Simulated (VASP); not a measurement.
# MnO (Fm-3m) in VASP: further runs

The runs below take MnO through relaxation of cell and atoms, with PBE.

Program: VASP 6.6.1. These are calculated values, not measurements. Logs are shortened: lines on timing, memory, paths and dates and some standing lists are left out, and cuts for length are marked.

## Step 1: The cell of the first run

It takes space group Fm-3m (No. 225, cubic). Conventional cell: a = 4.401 Å, b = 4.401 Å, c = 4.401 Å, α = 90.00°, β = 90.00°, γ = 90.00°. Mn (site symmetry m-3m) has 6 O at 2.20 Å within 2.9 Å. Within 2.9 Å of O (site symmetry m-3m) lie 6 Mn at 2.20 Å.

## Step 2: Relaxation of cell and atoms, PBE, collinear spin, ferromagnetic start, target pressure 3 GPa, at which the enthalpy is minimised

The input, INCAR:

```
SYSTEM = MnO
  PREC = Accurate
  ENCUT = 600
  EDIFF = 1E-7
  ISMEAR = 0
  SIGMA = 0.1
  LREAL = .False.
  LASPH = .True.
  NELM = 150
  ALGO = Normal
  ISIF = 3
  LWAVE = .False.
  LCHARG = .False.
  ISPIN = 2
  MAGMOM = 4.44 0.25
  LORBIT = 11
  LMAXMIX = 4
  GGA = PE
  IBRION = 2
  NSW = 70
  EDIFFG = -0.008
  PSTRESS = 30.0
```

The input, KPOINTS:

```
Automatic mesh
0
Gamma
  16 16 16
  0 0 0
```

The input, POSCAR:

```
MnO
1.0
    0.0000000000      2.2003683235      2.2003683235
    2.2003683235      0.0000000000      2.2003683235
    2.2003683235      2.2003683235      0.0000000000
Mn O
1 1
Direct
    0.0000000000      0.0000000000      0.0000000000
    0.5000000000      0.5000000000      0.5000000000
```

Potentials or basis: VASP PAW PBE potentials, release 64 (Mn_pv, O).

Launch:

```sh
cat potpaw_PBE.64/Mn_pv/POTCAR potpaw_PBE.64/O/POTCAR > POTCAR
mpirun -np 1 vasp_std > vasp.out
```

OUTCAR:

```text
SYSTEM = MnO
   PREC = Accurate
   ENCUT = 600
   EDIFF = 1E-7
   ISMEAR = 0
   LREAL = .False.
   LASPH = .True.
   NELM = 150
   ISIF = 3
   ISPIN = 2
   LORBIT = 11
   GGA = PE
   IBRION = 2
   NSW = 70
   EDIFFG = -0.008
   PSTRESS = 30.0

 ion  position               nearest neighbor table
   1  0.000  0.000  0.000-   2 2.20   2 2.20   2 2.20   2 2.20   2 2.20   2 2.20
   2  0.500  0.500  0.500-   1 2.20   1 2.20   1 2.20   1 2.20   1 2.20   1 2.20

  LATTYP: Found a face centered cubic cell.
 ALAT       =     4.4007366470

  Lattice vectors:

 A1 = (   0.0000000000,   2.2003683235,   2.2003683235)
 A2 = (   2.2003683235,   0.0000000000,   2.2003683235)
 A3 = (   2.2003683235,   2.2003683235,   0.0000000000)

Analysis of symmetry for initial positions (statically):
=====================================================================
 Subroutine PRICEL returns:
 Original cell was already a primitive cell.

 Routine SETGRP: Setting up the symmetry group for a
 face centered cubic supercell.

 Subroutine GETGRP returns: Found 48 space group operations
 (whereof 48 operations were pure point group operations)
 out of a pool of 48 trial point group operations.

The static configuration has the point symmetry O_h .

Analysis of symmetry for dynamics (positions and initial velocities):
=====================================================================
 Subroutine PRICEL returns:
 Original cell was already a primitive cell.

 Routine SETGRP: Setting up the symmetry group for a
 face centered cubic supercell.

 Subroutine GETGRP returns: Found 48 space group operations
 (whereof 48 operations were pure point group operations)
 out of a pool of 48 trial point group operations.

The dynamic configuration has the point symmetry O_h .

Analysis of structural, dynamic, and magnetic symmetry:
=====================================================================
 Subroutine PRICEL returns:
 Original cell was already a primitive cell.

 Routine SETGRP: Setting up the symmetry group for a
 face centered cubic supercell.

 Subroutine GETGRP returns: Found 48 space group operations
 (whereof 48 operations were pure point group operations)
 out of a pool of 48 trial point group operations.

The overall configuration has the point symmetry O_h .

 Subroutine INISYM returns: Found 48 space group operations
 (whereof 48 operations are pure point group operations),
 and found     1 'primitive' translations

----------------------------------------------------------------------------------------

                                     Primitive cell

  volume of cell :      21.3067

  direct lattice vectors                    reciprocal lattice vectors
     0.000000000  2.200368323  2.200368323    -0.227234684  0.227234684  0.227234684
     2.200368323  0.000000000  2.200368323     0.227234684 -0.227234684  0.227234684
     2.200368323  2.200368323  0.000000000     0.227234684  0.227234684 -0.227234684

  length of vectors
     3.111790725  3.111790725  3.111790725     0.393582017  0.393582017  0.393582017

  position of ions in fractional coordinates (direct lattice)
     0.000000000  0.000000000  0.000000000
     0.500000000  0.500000000  0.500000000

  ion indices of the primitive-cell ions
   primitive index   ion index
                 1           1
                 2           2

----------------------------------------------------------------------------------------

 KPOINTS: Automatic mesh

Automatic generation of k-mesh.
 Grid dimensions read from file:
 generate k-points for:   16   16   16

 Generating k-lattice:

  Cartesian coordinates                     Fractional coordinates (reciprocal lattice)
    -0.014202168  0.014202168  0.014202168     0.062500000  0.000000000  0.000000000
     0.014202168 -0.014202168  0.014202168     0.000000000  0.062500000  0.000000000
     0.014202168  0.014202168 -0.014202168     0.000000000  0.000000000  0.062500000

  Length of vectors
     0.024598876  0.024598876  0.024598876

  Shift w.r.t. Gamma in fractional coordinates (k-lattice)
     0.000000000  0.000000000  0.000000000
[... 43 lines left out ...]
   ISTART =      0    job   : 0-new  1-cont  2-samecut
   ICHARG =      2    charge: 1-file 2-atom 10-const
   ISPIN  =      2    spin polarized calculation?
   LNONCOLLINEAR =      F non collinear calculations
   LSORBIT =      F    spin-orbit coupling
   LASPH  =      T    aspherical Exc in radial PAW
   ENCUT  =  600.0 eV  44.10 Ry    6.64 a.u.   6.22  6.22  6.22*2*pi/ulx,y,z
   NELM   =    150;   NELMIN=  2; NELMDL= -5     # of ELM steps
   EDIFF  = 0.1E-06   stopping-criterion for ELM
   LREAL  =      F    real-space projection
   EDIFFG = -.8E-02   stopping-criterion for IOM
   NSW    =     70    number of steps for IOM
   IBRION =      2    ionic relax: 0-MD 1-quasi-New 2-CG
   NFREE  =      1    steps in history (QN), initial steepest desc. (CG)
   ISIF   =      3    stress and relaxation
   ISYM   =      2    0-nonsym 1-usesym 2-fastsym
   POTIM  = 0.5000    time-step for ionic-motion
   TEBEG  =    0.0;   TEEND  =   0.0 temperature during run
   PSTRESS=   30.0 pullay stress
   NELECT =      19.0000    total number of electrons
   NUPDOWN=      -1.0000    fix difference up-down
   EMIN   =  10.00;   EMAX   =-10.00  energy-range for DOS
   EFERMI =   0.00;   METHOD = LEGACY
   ISMEAR =     0;   SIGMA  =   0.10  broadening in eV -4-tet -1-fermi 0-gaus
   EFERMI_NEDOS =   21; number of points for ismear=-14 and -15
   IALGO  =     38    algorithm
   IMIX   =      4    mixing-type and parameters
     AMIX     =   0.40;   BMIX     =  1.00
     AMIX_MAG =   1.60;   BMIX_MAG =  1.00
  volume/ion in A,a.u.               =      10.65        71.89
  Fermi-wavevector in a.u.,A,eV,Ry     =   1.575750  2.977736 33.783103  2.482988
  Thomas-Fermi vector in A             =   2.676687
   LORBIT       =     11    0 simple, 1 ext, 2 COOP (PROOUT), +10 PAW based schemes
   GGA     = PE    functional components
   LHFCALC =     F    Hartree Fock is set to
   AEXX    =    0.0000 exact exchange contribution
   IVDW    =     0    specifies the selected vdW correction
   LEPSILON=     F    determine dielectric tensor
   LRPA    =     F    only Hartree local field effects (RPA)
 conjugate gradient relaxation of ions
 spin polarized calculation
 Gauss-broadening in eV      SIGMA  =   0.10
  energy-cutoff  :      600.00
  volume of cell :       21.31
 maximum number of plane-waves:       725
 NGX is ok and might be reduce to    28
   NGX = 13   NGY = 13   NGZ = 13

 number of electron      19.0000006 magnetization       4.6763066

 Free energy of the ion-electron system (eV)
  ---------------------------------------------------
  ext. energy  EPLUGINS =         0.00000000
  ---------------------------------------------------
  free energy    TOTEN  =       -16.39924583 eV

  energy without entropy =      -16.39430889  energy(sigma->0) =      -16.39677736

 E-fermi :   7.9451     XC(G=0): -12.0418

 val. band max:        7.9432181393   @ k =  -0.4375   0.0625   0.0000
 cond. band min:       7.9549428411   @ k =  -0.1875   0.2500   0.0625
 fundamental gap:      0.0117247018
 Fermi energy:         7.9451377577

 spin component 1

 k-point     1 :       0.0000    0.0000    0.0000
  band No.  band energies     occupation
      1     -42.4307      1.00000
      2     -42.4307      1.00000
      3     -42.4307      1.00000
      4     -12.6253      1.00000
      5       4.0173      1.00000
      6       4.0173      1.00000
      7       4.0173      1.00000
      8       4.6782      1.00000
      9       4.6782      1.00000
     10       4.6782      1.00000
     11       5.2309      1.00000
     12       5.2309      1.00000
     13       7.5393      1.00000
     14      21.9906      0.00000
[... 403 lines left out ...]
      4     -12.5319      1.00000
      5       3.0790      1.00000
      6       3.3911      1.00000
      7       3.6290      1.00000
      8       4.7316      1.00000
      9       4.9244      1.00000
     10       4.9813      1.00000
     11       5.4690      1.00000
     12       5.9652      1.00000
     13       8.2734      0.00000
     14      20.9700      0.00000
     15      23.5115      0.00000

 [... further k-points ...]

 spin component 2

 k-point     1 :       0.0000    0.0000    0.0000
  band No.  band energies     occupation
      1     -37.8432      1.00000
      2     -37.8432      1.00000
      3     -37.8432      1.00000
      4     -12.1928      1.00000
      5       4.3939      1.00000
      6       4.3939      1.00000
      7       4.3939      1.00000
      8       8.5579      0.00000
      9       8.5579      0.00000
     10       8.5579      0.00000
     11       8.8161      0.00000
     12       9.2207      0.00000
     13       9.2207      0.00000
     14      22.6059      0.00000
[... 403 lines left out ...]
      4     -12.1018      1.00000
      5       3.7452      1.00000
      6       4.1533      1.00000
      7       4.2424      1.00000
      8       8.5977      0.00000
      9       8.6325      0.00000
     10       8.7671      0.00000
     11       9.1880      0.00000
     12       9.5873      0.00000
     13       9.6322      0.00000
     14      21.9755      0.00000
     15      25.0464      0.00000

 [... further k-points ...]

------------------------ aborting loop because EDIFF is reached ----------------------------------------

  FORCE on cell =-STRESS in cart. coord.  units (eV):
  Direction    XX          YY          ZZ          XY          YZ          ZX
  --------------------------------------------------------------------------------------
  -------------------------------------------------------------------------------------
  Total        0.4136679      0.4136679      0.4136679      0.0000000      0.0000000     -0.0000000
  in kB       31.1061481     31.1061481     31.1061481      0.0000000      0.0000000     -0.0000000
  external PRESSURE =       1.1061481 kB  Pullay stress =      30.0000000 kB

 VOLUME and BASIS-vectors are now :
 -----------------------------------------------------------------------------
  energy-cutoff  :      600.00
  volume of cell :       21.31
      direct lattice vectors                 reciprocal lattice vectors
     0.000000000  2.200368323  2.200368323    -0.227234684  0.227234684  0.227234684
     2.200368323  0.000000000  2.200368323     0.227234684 -0.227234684  0.227234684
     2.200368323  2.200368323  0.000000000     0.227234684  0.227234684 -0.227234684

 POSITION                                       TOTAL-FORCE (eV/Angst)
 -----------------------------------------------------------------------------------
      0.00000      0.00000      0.00000        -0.000000      0.000000      0.000000
      2.20037      2.20037      2.20037         0.000000     -0.000000     -0.000000
 -----------------------------------------------------------------------------------
    total drift:                                0.000000      0.000000      0.000000

  FREE ENERGIE OF THE ION-ELECTRON SYSTEM (eV)
  ---------------------------------------------------
  free  energy   TOTEN  =       -16.3992458293 eV

  energy  without entropy=      -16.3943088933  energy(sigma->0) =      -16.39677736

  enthalpy is  TOTEN    =       -16.0002881576 eV   P V=        0.3989576717

 reached required accuracy - stopping structural energy minimisation

 total charge

# of ion       s       p       d       tot
------------------------------------------
    1        0.208   6.186   4.994  11.388
    2        1.558   3.426   0.000   4.985
--------------------------------------------------
tot          1.766   9.612   4.994  16.372

 magnetization (x)

# of ion       s       p       d       tot
------------------------------------------
    1        0.034   0.026   4.200   4.260
    2        0.031   0.163   0.000   0.194
--------------------------------------------------
tot          0.065   0.190   4.200   4.454
```

Run time: 4.1 min. Hardware: 1 thread of Oxide Virtual Turin-like, shared host; peak memory 0.2 GiB.

What came out:

| Item | Value |
| --- | --- |
| Free energy | -16.3992 eV |
| Pressure after relaxing | 3.1 GPa |
| Net moment | 4.68 μB per cell |
| Site moments | Mn +4.26; O +0.19 μB |
| Valence electrons inside the program's atomic spheres | Mn 11.39; O 4.99 |

Final structure:
```
CELL_PARAMETERS angstrom
0.00000 2.20037 2.20037
2.20037 0.00000 2.20037
2.20037 2.20037 0.00000
ATOMIC_POSITIONS crystal
Mn 0.00000 0.00000 0.00000
O 0.50000 0.50000 0.50000
```

Caveat: the relaxation stopped at its first step, so nothing moved; the cell is relaxed towards a set pressure, so the run minimises the enthalpy, not the energy; a cell with one magnetic atom can't hold antiferromagnetic order, which such compounds often take; semilocal functionals often make such compounds metallic where correlation or magnetic order opens a gap, which also shifts bond lengths.

## Step 3: Relaxation of cell and atoms, PBE, collinear spin, ferromagnetic start

This run uses another cell than the first one, of 11.00 Å³/atom.

The input, INCAR:

```
SYSTEM = MnO
PREC = Accurate
ENCUT = 600
EDIFF = 1E-7
ISMEAR = 0
SIGMA = 0.1
LREAL = .FALSE.
LASPH = .TRUE.
NELM = 150
ALGO = Normal
ISIF = 3
LWAVE = .FALSE.
LCHARG = .FALSE.
ISPIN = 2
MAGMOM = 4.47 0.26
LORBIT = 11
LMAXMIX = 4
GGA = PE
IBRION = 2
NSW = 100
EDIFFG = -0.005
```

The input, KPOINTS:

```
Automatic mesh
0
G
  16 16 16
  0 0 0
```

The input, POSCAR:

```
MnO
1.0
    0.0000000000      2.2239077028      2.2239077028
    2.2239077028      0.0000000000      2.2239077028
    2.2239077028      2.2239077028      0.0000000000
Mn O
1 1
Direct
    0.0000000000      0.0000000000      0.0000000000
    0.5000000000      0.5000000000      0.5000000000
```

Potentials or basis: VASP PAW PBE potentials, release 64 (Mn_pv, O).

Launch:

```sh
cat potpaw_PBE.64/Mn_pv/POTCAR potpaw_PBE.64/O/POTCAR > POTCAR
mpirun -np 1 vasp_std > vasp.out
```

Run time: 7.4 min. Hardware: 1 thread of Oxide Virtual Turin-like, shared host; peak memory 0.21 GiB.

It converged, with:

| Property | Result |
| --- | --- |
| Free energy | -16.4067 eV |
| Relaxed volume | 10.96 Å³/atom |
| Relaxed cell | a = 3.142 Å, b = 3.142 Å, c = 3.142 Å, α = 60.00°, β = 60.00°, γ = 60.00° |
| Space group after relaxing (to 0.1 Å) | Fm-3m (No. 225) |
| Energy gained by relaxing | 0.0 meV/atom |
| Ionic steps | 2 |
| Pressure after relaxing | 0.0 GPa |
| Net moment | 4.76 μB per cell |
| Site moments | Mn +4.33; O +0.20 μB |
| Valence electrons inside the program's atomic spheres | Mn 11.36; O 4.97 |

Final structure:
```yaml
crystal:
  lattice:
    - [0.00000, 2.22153, 2.22153]
    - [2.22153, 0.00000, 2.22153]
    - [2.22153, 2.22153, 0.00000]
  atoms:
    - { symbol: Mn, position: [0.00000, 0.00000, 0.00000] }
    - { symbol: O, position: [0.50000, 0.50000, 0.50000] }
```

Levels at points of the mesh, in eV from the Fermi level:
Spin up:
```
           k point  band 8  band 9  band 10  band 11  band 12  band 13  band 14  band 15
(0.00, 0.00, 0.00)   -3.23   -3.23    -3.23    -2.70    -2.70    -0.52    13.97    16.34
(0.50, 0.00, 0.00)   -2.33   -2.33    -1.89     0.20     0.20     3.48     7.74    11.89
(0.50, 0.50, 0.00)   -4.23   -2.27    -2.06    -2.06    -1.93     5.03     7.82    10.41
```
Spin down:
```
           k point  band 4  band 5  band 6  band 7  band 8  band 9  band 10  band 11
(0.00, 0.00, 0.00)  -19.86   -3.38   -3.38   -3.38    0.72    0.72     0.72     0.79
(0.50, 0.00, 0.00)  -18.90   -7.39   -4.87   -4.87    1.91    1.95     1.95     3.63
(0.50, 0.50, 0.00)  -18.93   -6.44   -4.36   -4.36   -0.85    1.94     2.14     2.39
```

Caveat: a cell with one magnetic atom can't hold antiferromagnetic order, which such compounds often take; semilocal functionals often make such compounds metallic where correlation or magnetic order opens a gap, which also shifts bond lengths. With open d or f shells a metallic result of PBE can be an artefact of self-interaction; +U or a hybrid may open a gap.
